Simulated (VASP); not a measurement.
# Nb (I4/mmm) in VASP: further runs

Nb is run at these levels: PBEsol; tasks: single point.

Everything below comes from runs of VASP 6.6.1. Logs are shortened: lines on timing, memory, paths and dates and some standing lists are left out, and cuts for length are marked.

## Step 1: The cell of the first run

Symmetry: I4/mmm, No. 139, tetragonal system. The conventional cell has a = 3.328 Å, b = 3.328 Å, c = 3.228 Å, α = 90.00°, β = 90.00°, γ = 90.00°. Within 3.8 Å of Nb (site symmetry 4/mmm) lie 14 Nb at 2.85 to 3.33 Å.

## Step 2: Single point, PBEsol (strain +0.000 along x and y, -0.030 along z)

File INCAR:

```
SYSTEM = Nb
PREC = Accurate ; ENCUT = 520
EDIFF = 1E-6 ; ISMEAR = 0
SIGMA = 0.15 ; LREAL = .False.
LASPH = .True. ; NELM = 80
ALGO = Fast ; ISIF = 2
LWAVE = .False. ; LCHARG = .False.
GGA = PS ; NBANDS = 12
```

File KPOINTS:

```
regular mesh
0
Gamma
  20 20 20
  0 0 0
```

File POSCAR:

```
Nb
1.0
   -1.6639500000      1.6639500000      1.6140315000
    1.6639500000     -1.6639500000      1.6140315000
    1.6639500000      1.6639500000     -1.6140315000
Nb
1
Direct
    0.0000000000      0.0000000000      0.0000000000
```

Potentials or basis: VASP PAW PBE potentials, release 64 (Nb_sv).

Launch:

```
cat potpaw_PBE.64/Nb_sv/POTCAR > POTCAR
mpirun -np 1 vasp_std > vasp.out
```

OUTCAR:

```text
SYSTEM = Nb
   PREC = Accurate
   ENCUT = 520
   EDIFF = 1E-6
   ISMEAR = 0
   LREAL = .False.
   LASPH = .True.
   NELM = 80
   ISIF = 2
   GGA = PS

 ion  position               nearest neighbor table
   1  0.000  0.000  0.000-

  LATTYP: Found a body centered tetragonal cell.
 ALAT       =     3.3279000000
 C/A-ratio  =     0.9700000000

  Lattice vectors:

 A1 = (  -1.6639500000,   1.6639500000,   1.6140315000)
 A2 = (   1.6639500000,  -1.6639500000,   1.6140315000)
 A3 = (   1.6639500000,   1.6639500000,  -1.6140315000)

Analysis of symmetry for initial positions (statically):
=====================================================================
 Subroutine PRICEL returns:
 Original cell was already a primitive cell.

 Routine SETGRP: Setting up the symmetry group for a
 body centered tetragonal supercell.

 Subroutine GETGRP returns: Found 16 space group operations
 (whereof 16 operations were pure point group operations)
 out of a pool of 16 trial point group operations.

The static configuration has the point symmetry D_4h.

Analysis of symmetry for dynamics (positions and initial velocities):
=====================================================================
 Subroutine PRICEL returns:
 Original cell was already a primitive cell.

 Routine SETGRP: Setting up the symmetry group for a
 body centered tetragonal supercell.

 Subroutine GETGRP returns: Found 16 space group operations
 (whereof 16 operations were pure point group operations)
 out of a pool of 16 trial point group operations.

The dynamic configuration has the point symmetry D_4h.

 Subroutine INISYM returns: Found 16 space group operations
 (whereof 16 operations are pure point group operations),
 and found     1 'primitive' translations

----------------------------------------------------------------------------------------

                                     Primitive cell

  volume of cell :      17.8753

  direct lattice vectors                    reciprocal lattice vectors
    -1.663950000  1.663950000  1.614031500     0.000000000  0.300489798  0.309783297
     1.663950000 -1.663950000  1.614031500     0.300489798  0.000000000  0.309783297
     1.663950000  1.663950000 -1.614031500     0.300489798  0.300489798  0.000000000

  length of vectors
     2.853516583  2.853516583  2.853516583     0.431578278  0.431578278  0.424956748

  position of ions in fractional coordinates (direct lattice)
     0.000000000  0.000000000  0.000000000

  ion indices of the primitive-cell ions
   primitive index   ion index
                 1           1

----------------------------------------------------------------------------------------

 KPOINTS: regular mesh

Automatic generation of k-mesh.
 Grid dimensions read from file:
 generate k-points for:   20   20   20

 Generating k-lattice:

  Cartesian coordinates                     Fractional coordinates (reciprocal lattice)
     0.000000000  0.015024490  0.015489165     0.050000000  0.000000000 -0.000000000
     0.015024490  0.000000000  0.015489165     0.000000000  0.050000000 -0.000000000
     0.015024490  0.015024490  0.000000000     0.000000000  0.000000000  0.050000000

  Length of vectors
     0.021578914  0.021578914  0.021247837

  Shift w.r.t. Gamma in fractional coordinates (k-lattice)
     0.000000000  0.000000000  0.000000000

 Subroutine IBZKPT returns following result:
 ===========================================

 Found    641 irreducible k-points:

 Following reciprocal coordinates:
            Coordinates               Weight
  0.000000  0.000000  0.000000      1.000000
  0.050000 -0.000000  0.000000      8.000000
  0.100000  0.000000  0.000000      8.000000
  0.150000  0.000000 -0.000000      8.000000
  0.200000  0.000000  0.000000      8.000000
  0.250000  0.000000  0.000000      8.000000
[... 16 lines left out ...]
 -0.400000  0.050000 -0.000000     16.000000
 -0.350000  0.050000 -0.000000     16.000000
 [... further k-points ...]
   k-points           NKPTS =    641   k-points in BZ     NKDIM =    641   number of bands    NBANDS=     12
   number of dos      NEDOS =    301   number of ions     NIONS =      1
   total plane-waves  NPLWV =  13824
   dimension x,y,z NGX =    24 NGY =   24 NGZ =   24
   dimension x,y,z NGXF=    48 NGYF=   48 NGZF=   48
   ions per type =               1
   NGX,Y,Z   is equivalent  to a cutoff of  13.98, 13.98, 13.98 a.u.
   NGXF,Y,Z  is equivalent  to a cutoff of  27.96, 27.96, 27.96 a.u.
 SYSTEM =  Nb
   PREC   = accura    normal or accurate (medium, high low for compatibility)
   ISTART =      0    job   : 0-new  1-cont  2-samecut
   ICHARG =      2    charge: 1-file 2-atom 10-const
   ISPIN  =      1    spin polarized calculation?
   LNONCOLLINEAR =      F non collinear calculations
   LSORBIT =      F    spin-orbit coupling
   LASPH  =      T    aspherical Exc in radial PAW
   ENCUT  =  520.0 eV  38.22 Ry    6.18 a.u.   5.31  5.31  5.31*2*pi/ulx,y,z
   NELM   =     80;   NELMIN=  2; NELMDL= -5     # of ELM steps
   EDIFF  = 0.1E-05   stopping-criterion for ELM
   LREAL  =      F    real-space projection
   EDIFFG = 0.1E-04   stopping-criterion for IOM
   NSW    =      0    number of steps for IOM
   IBRION =     -1    ionic relax: 0-MD 1-quasi-New 2-CG
   NFREE  =      0    steps in history (QN), initial steepest desc. (CG)
   ISIF   =      2    stress and relaxation
   ISYM   =      2    0-nonsym 1-usesym 2-fastsym
   POTIM  = 0.5000    time-step for ionic-motion
   TEBEG  =    0.0;   TEEND  =   0.0 temperature during run
   PSTRESS=    0.0 pullay stress
   NELECT =      13.0000    total number of electrons
   NUPDOWN=      -1.0000    fix difference up-down
   EMIN   =  10.00;   EMAX   =-10.00  energy-range for DOS
   EFERMI =   0.00;   METHOD = LEGACY
   ISMEAR =     0;   SIGMA  =   0.15  broadening in eV -4-tet -1-fermi 0-gaus
   EFERMI_NEDOS =   21; number of points for ismear=-14 and -15
   IALGO  =     68    algorithm
   IMIX   =      4    mixing-type and parameters
     AMIX     =   0.40;   BMIX     =  1.00
     AMIX_MAG =   1.60;   BMIX_MAG =  1.00
  volume/ion in A,a.u.               =      17.88       120.63
  Fermi-wavevector in a.u.,A,eV,Ry     =   1.472217  2.782086 29.489571  2.167422
  Thomas-Fermi vector in A             =   2.587258
   LORBIT       =      0    0 simple, 1 ext, 2 COOP (PROOUT), +10 PAW based schemes
   GGA     = PS    functional components
   LHFCALC =     F    Hartree Fock is set to
   AEXX    =    0.0000 exact exchange contribution
   IVDW    =     0    specifies the selected vdW correction
   LEPSILON=     F    determine dielectric tensor
   LRPA    =     F    only Hartree local field effects (RPA)
 non-spin polarized calculation
 RMM-DIIS sequential band-by-band and
 Gauss-broadening in eV      SIGMA  =   0.15
  energy-cutoff  :      520.00
  volume of cell :       17.88
 maximum number of plane-waves:       492
 NGX is ok and might be reduce to    24
   NGX = 11   NGY = 11   NGZ = 11

 number of electron      13.0000000 magnetization

 Free energy of the ion-electron system (eV)
  ---------------------------------------------------
  ext. energy  EPLUGINS =         0.00000000
  ---------------------------------------------------
  free energy    TOTEN  =       -10.95251864 eV

  energy without entropy =      -10.93576572  energy(sigma->0) =      -10.94414218

 E-fermi :  11.1588     XC(G=0): -12.6684

 val. band max:       11.1564904167   @ k =  -0.0500   0.3000   0.0500
 cond. band min:      11.1599635322   @ k =  -0.1000   0.1500   0.0500
 fundamental gap:      0.0034731154
 Fermi energy:        11.1588180471

 k-point     1 :       0.0000    0.0000    0.0000
  band No.  band energies     occupation
      1     -43.1055      2.00000
      2     -18.4048      2.00000
      3     -18.4048      2.00000
      4     -18.4033      2.00000
      5       5.1636      2.00000
      6      11.2926      0.20723
      7      11.6408      0.00001
      8      11.6408      0.00001
      9      14.2044      0.00000
     10      14.6797      0.00000
     11      25.2130      0.00000
     12      25.2317      0.00000

 k-point     2 :       0.0500   -0.0000    0.0000
  band No.  band energies     occupation
      1     -43.0993      2.00000
      2     -18.4412      2.00000
      3     -18.4163      2.00000
      4     -18.4047      2.00000
      5       5.2701      2.00000
      6      11.2947      0.20020
      7      11.6219      0.00001
      8      11.6714      0.00000
      9      14.1830      0.00000
     10      14.6003      0.00000
     11      25.3817      0.00000
     12      25.3996      0.00000

 k-point     3 :       0.1000    0.0000    0.0000
  band No.  band energies     occupation
      1     -43.0813      2.00000
      2     -18.5480      2.00000
      3     -18.4495      2.00000
      4     -18.4067      2.00000
      5       5.5780      2.00000
      6      11.1741      0.88560
      7      11.5483      0.00024
      8      11.9005      0.00000
      9      14.0957      0.00000
     10      14.4666      0.00000
     11      25.7293      0.00000
     12      25.9431      0.00000

 k-point     4 :       0.1500    0.0000   -0.0000
  band No.  band energies     occupation
      1     -43.0532      2.00000
      2     -18.7117      2.00000
      3     -18.5008      2.00000
      4     -18.4098      2.00000
      5       6.0499      2.00000
      6      10.9168      1.97749
      7      11.3915      0.02826
      8      12.3679      0.00000
      9      13.9724      0.00000
     10      14.4245      0.00000
     11      26.0211      0.00000
     12      26.8020      0.00000

 k-point     5 :       0.2000    0.0000    0.0000
  band No.  band energies     occupation
      1     -43.0176      2.00000
      2     -18.9135      2.00000
      3     -18.5648      2.00000
      4     -18.4137      2.00000
      5       6.6130      2.00000
      6      10.5990      2.00000
      7      11.1861      0.79710
      8      13.0239      0.00000
      9      13.9508      0.00000
     10      14.4650      0.00000
     11      26.0350      0.00000
     12      27.7380      0.00000
[... 228 lines left out ...]
      1     -42.8471      2.00000
      2     -19.7849      2.00000
      3     -18.8629      2.00000
      4     -18.4459      2.00000
      5       7.4499      2.00000
      6       9.3841      2.00000
      7      13.2224      0.00000
      8      14.5369      0.00000
      9      15.4352      0.00000
     10      17.7143      0.00000
     11      22.9139      0.00000
     12      23.4279      0.00000

 k-point    22 :      -0.4500    0.0500    0.0000
  band No.  band energies     occupation
      1     -42.8599      2.00000
      2     -19.7227      2.00000
      3     -18.8412      2.00000
      4     -18.4438      2.00000
      5       7.5144      2.00000
      6       9.4655      2.00000
      7      12.7380      0.00000
      8      14.5581      0.00000
      9      15.2589      0.00000
     10      17.2066      0.00000
     11      23.1825      0.00000
     12      24.0363      0.00000

 k-point    23 :      -0.4000    0.0500   -0.0000
  band No.  band energies     occupation
      1     -42.8841      2.00000
      2     -19.6045      2.00000
      3     -18.7995      2.00000
      4     -18.4404      2.00000
      5       7.6015      2.00000
      6       9.6222      2.00000
      7      12.0325      0.00000
      8      14.4927      0.00000
      9      15.0220      0.00000
     10      16.3715      0.00000
     11      23.7176      0.00000
     12      25.0100      0.00000

 k-point    24 :      -0.3500    0.0500   -0.0000
  band No.  band energies     occupation
      1     -42.9170      2.00000
      2     -19.4400      2.00000
      3     -18.7414      2.00000
      4     -18.4361      2.00000
      5       7.6120      2.00000
      6       9.8463      2.00000
      7      11.3860      0.03217
      8      14.2841      0.00000
      9      14.8378      0.00000
     10      15.4109      0.00000
     11      24.4530      0.00000
     12      26.1057      0.00000

 [... further k-points ...]

------------------------ aborting loop because EDIFF is reached ----------------------------------------

  FORCE on cell =-STRESS in cart. coord.  units (eV):
  Direction    XX          YY          ZZ          XY          YZ          ZX
  --------------------------------------------------------------------------------------
  -------------------------------------------------------------------------------------
  Total       -0.5585473     -0.5585473     -0.1948220      0.0000000     -0.0000000      0.0000000
  in kB      -50.0631255    -50.0631255    -17.4620826      0.0000000     -0.0000000      0.0000000
  external PRESSURE =     -39.1961112 kB  Pullay stress =       0.0000000 kB

 VOLUME and BASIS-vectors are now :
 -----------------------------------------------------------------------------
  energy-cutoff  :      520.00
  volume of cell :       17.88
      direct lattice vectors                 reciprocal lattice vectors
    -1.663950000  1.663950000  1.614031500     0.000000000  0.300489798  0.309783297
     1.663950000 -1.663950000  1.614031500     0.300489798  0.000000000  0.309783297
     1.663950000  1.663950000 -1.614031500     0.300489798  0.300489798  0.000000000

 POSITION                                       TOTAL-FORCE (eV/Angst)
 -----------------------------------------------------------------------------------
      0.00000      0.00000      0.00000        -0.000000     -0.000000     -0.000000
 -----------------------------------------------------------------------------------
    total drift:                               -0.000000      0.000000      0.000000

  FREE ENERGIE OF THE ION-ELECTRON SYSTEM (eV)
  ---------------------------------------------------
  free  energy   TOTEN  =       -10.9525186423 eV

  energy  without entropy=      -10.9357657178  energy(sigma->0) =      -10.94414218
```

Wall time 3.7 min (1 thread of AMD EPYC 9R45 (Zen 5), shared host); peak memory 0.21 GiB.

Results:

* Free energy: -10.9525 eV
* Pressure: -3.9 GPa

Caveat: the cell differs from its parent crystal (strain +0.000 along x and y, -0.030 along z); the PAW data sets were made with another functional, which shifts forces and pressure a little.

## Step 3: Single point, PBEsol (strain -0.015 along x and y, +0.000 along z)

File INCAR:

```
SYSTEM = Nb
  PREC = Accurate
  ENCUT = 520
  EDIFF = 1E-7
  ISMEAR = 0
  SIGMA = 0.15
  LREAL = .FALSE.
  LASPH = .TRUE.
  NELM = 60
  ALGO = Fast
  ISIF = 2
  LWAVE = .FALSE.
  LCHARG = .FALSE.
  GGA = PS
  NBANDS = 12
```

File KPOINTS:

```
regular mesh
0
G
  20 20 20
  0 0 0
```

File POSCAR:

```
Nb
1.0
   -1.6389907500      1.6389907500      1.6639500000
    1.6389907500     -1.6389907500      1.6639500000
    1.6389907500      1.6389907500     -1.6639500000
Nb
1
Direct
    0.0000000000      0.0000000000      0.0000000000
```

Potentials or basis: VASP PAW PBE potentials, release 64 (Nb_sv).

Launch:

```
cat potpaw_PBE.64/Nb_sv/POTCAR > POTCAR
mpirun -np 1 vasp_std > vasp.out
```

Wall time 3.9 min (1 thread of AMD EPYC 9R45 (Zen 5), shared host); peak memory 0.22 GiB.

It converged, with:

```yaml
Free_energy: -10.9552 eV
Pressure: -4.0 GPa
```

Stress tensor (GPa, compression positive):
```
-3.36  0.00  0.00
 0.00 -3.36  0.00
 0.00  0.00 -5.20
```

Levels at points of the mesh, in eV from the Fermi level:
```csv
k point,band 4,band 5,band 6,band 7,band 8,band 9
"(0.00, 0.00, 0.00)",-29.56,-5.99,0.30,0.30,0.47,3.18
"(0.50, 0.00, 0.00)",-29.57,-3.77,-1.63,2.27,3.24,4.00
"(0.50, 0.50, 0.00)",-29.59,-3.79,-1.81,2.38,3.48,4.10
"(0.50, 0.50, 0.50)",-30.51,-3.81,-3.77,5.65,5.70,5.70
```

Caveat: the cell differs from its parent crystal (strain -0.015 along x and y, +0.000 along z); the PAW data sets were made with another functional, which shifts forces and pressure a little.

## Step 4: Single point, PBEsol (strain +0.000 along x and y, -0.015 along z)

File INCAR:

```
SYSTEM = Nb
PREC = Accurate
ENCUT = 520
EDIFF = 1E-6
ISMEAR = 0
SIGMA = 0.15
LREAL = .FALSE.
LASPH = .TRUE.
NELM = 80
ALGO = Fast
ISIF = 2
LWAVE = .FALSE.
LCHARG = .FALSE.
GGA = PS
NBANDS = 12
```

File KPOINTS:

```
Automatic mesh
0
G
  20 20 20
  0 0 0
```

File POSCAR:

```
Nb
1.0
   -1.6639500000      1.6639500000      1.6389907500
    1.6639500000     -1.6639500000      1.6389907500
    1.6639500000      1.6639500000     -1.6389907500
Nb
1
Direct
    0.0000000000      0.0000000000      0.0000000000
```

Launch:

```
cat potpaw_PBE.64/Nb_sv/POTCAR > POTCAR
mpirun -np 1 vasp_std > vasp.out
```

It took 3.1 min on 1 thread of AMD EPYC 9R45 (Zen 5), shared host; peak memory 0.21 GiB.

It converged, with:

```yaml
Free_energy: -10.9466 eV
Pressure: -6.4 GPa
```

Stress tensor (GPa, compression positive):
```
-6.99  0.00  0.00
 0.00 -6.99  0.00
 0.00  0.00 -5.35
```

Levels at points of the mesh, in eV from the Fermi level:
```
           k point  band 3  band 4  band 5  band 6  band 7  band 8  band 9  band 10
(0.00, 0.00, 0.00)  -29.62  -29.62   -5.97    0.25    0.42    0.42    3.13     3.36
(0.50, 0.00, 0.00)  -30.04  -29.63   -3.72   -1.71    2.27    3.33    4.01     6.36
(0.50, 0.50, 0.00)  -30.03  -29.62   -3.70   -1.53    2.16    3.13    3.88     6.32
(0.50, 0.50, 0.50)  -30.54  -30.50   -3.72   -3.68    5.56    5.56    5.62     8.85
```

Caveat: the cell differs from its parent crystal (strain +0.000 along x and y, -0.015 along z); the PAW data sets were made with another functional, which shifts forces and pressure a little.

## Step 5: Single point, PBEsol (strain -0.015 along x and y, +0.015 along z)

File INCAR:

```
  PREC = Accurate
  ENCUT = 520
  EDIFF = 1E-6
  ISMEAR = 0
  SIGMA = 0.15
  LREAL = False
  LASPH = True
  NELM = 60
  ALGO = Fast
  ISIF = 2
  LWAVE = False
  LCHARG = False
  GGA = PS
  NBANDS = 12
```

File KPOINTS:

```
Automatic mesh
0
Gamma
  20 20 20
```

File POSCAR:

```
Nb
1.0
   -1.6389907500      1.6389907500      1.6889092500
    1.6389907500     -1.6389907500      1.6889092500
    1.6389907500      1.6389907500     -1.6889092500
Nb
1
Direct
    0.0000000000      0.0000000000      0.0000000000
```

Launch:

```
cat potpaw_PBE.64/Nb_sv/POTCAR > POTCAR
mpirun -np 1 vasp_std > vasp.out
```

Wall time 2.9 min (1 thread of AMD EPYC 9R45 (Zen 5), shared host); peak memory 0.22 GiB.

The run converged. Its results:

```yaml
Free_energy: -10.9438 eV
Pressure: -6.3 GPa
```

Stress tensor (GPa, compression positive):
```
-5.16  0.00  0.00
 0.00 -5.16  0.00
 0.00  0.00 -8.69
```

Levels at points of the mesh, in eV from the Fermi level:
```
           k point  band 4  band 5  band 6  band 7  band 8  band 9
(0.00, 0.00, 0.00)  -29.62   -5.97    0.26    0.26    0.58    3.02
(0.50, 0.00, 0.00)  -29.62   -3.71   -1.53    2.16    3.06    3.95
(0.50, 0.50, 0.00)  -29.65   -3.74   -1.88    2.38    3.56    4.10
(0.50, 0.50, 0.50)  -30.50   -3.74   -3.66    5.51    5.62    5.62
```

Caveat: the cell differs from its parent crystal (strain -0.015 along x and y, +0.015 along z); the PAW data sets were made with another functional, which shifts forces and pressure a little.

## Step 6: The runs side by side

```tsv
cell	further INCAR settings	gap on the mesh (eV)	pressure (GPa)
a = 2.854 Å, angles 108.7, 108.7, 111.1°, 1 atom	ALGO = Fast; EDIFF = 1e-06; NBANDS = 12	none	-3.9
a = 2.853 Å, angles 109.9, 109.9, 108.7°, 1 atom	ALGO = Fast; EDIFF = 1e-07; NBANDS = 12	none	-4.0
a = 2.868 Å, angles 109.1, 109.1, 110.3°, 1 atom	ALGO = Fast; EDIFF = 1e-06; NBANDS = 12	none	-6.4
a = 2.868 Å, angles 110.3, 110.3, 107.8°, 1 atom	ALGO = Fast; EDIFF = 1e-06; NBANDS = 12	none	-6.3
```

Alike in all rows: task single point; level PBEsol; potentials or basis VASP PAW PBE potentials, release 64 (Nb_sv); no spin polarisation; k mesh 20 × 20 × 20; cutoff (eV) 520; smearing gaussian 0.15 eV.

Caveats: the PAW data sets were made with another functional, which shifts forces and pressure a little.

Total energies depend on the potentials used, so only differences within one code and one set of settings carry meaning.
